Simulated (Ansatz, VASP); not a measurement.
Sb in VASP and in Ansatz

Contents of INCAR:

```
ALGO = Normal
EDIFF = 1E-6
ENCUT = 520
GGA = PS
ISIF = 2
ISMEAR = 0
LASPH = T
LCHARG = F
LREAL = F
LWAVE = F
NBANDS = 8
NELM = 100
PREC = Accurate
SIGMA = 0.15
```

File KPOINTS:

```
k-points
0
Gamma
  16 16 16
```

File POSCAR:

```
Sb
1.0
    3.1916000000      0.0000000000      0.0000000000
    0.0000000000      3.1600000000      0.0000000000
    0.0000000000      0.0000000000      3.1600000000
Sb
1
Direct
    0.0000000000      0.0000000000      0.0000000000
```

Input for Ansatz:

```yaml
crystal:
  lattice:
    - [3.1916, 0.0, 0.0]
    - [0.0, 3.16, 0.0]
    - [0.0, 0.0, 3.16]
  atoms:
    - { symbol: Sb, position: [0.0, 0.0, 0.0] }
basis:
  ecutwfc: 420
kpoints:
  mp_grid: { grid: [16, 16, 16] }
hamiltonian:
  xc: pbesol
scf:
  occupations: { method: gaussian, width: 0.15 }
output:
  forces: true
  stress: true
  eigenvalues: true
```

Change from the starting cell: strain +0.0100 x Voigt [1, 0, 0, 0, 0, 0], atoms carried along.

Alike in both runs: task single point; functional PBEsol; k mesh 16 × 16 × 16; occupations gaussian, width 0.15 eV; no spin polarisation.

|  | VASP | Ansatz |
| --- | --- | --- |
| version | VASP 6.6.1 | Ansatz 0.2.0 |
| potentials or method | VASP PAW PBE potentials, release 64 (Sb), cutoff 520 eV | scalar-relativistic, plane waves, PAW |
| valence electrons in the cell | 5 | 15 |

|  | VASP | Ansatz | Ansatz less VASP |
| --- | --- | --- | --- |
| gap on the k mesh at the Fermi level (eV) | none | none | - |
| pressure (GPa) | -5.2 | -5.3 | -0.03 |
| traceless stress, the component that is largest in VASP (GPa) | -0.54 | -0.53 | +0.007 |

VASP's potentials were made for PBE, not for PBEsol. A gap of «none» marks a metal or a gap that the smearing closes. VASP's potentials hold 5 valence electrons a cell and Ansatz's 15, so a difference there can come from the potentials and not from the codes.

Spin-orbit coupling is off throughout.
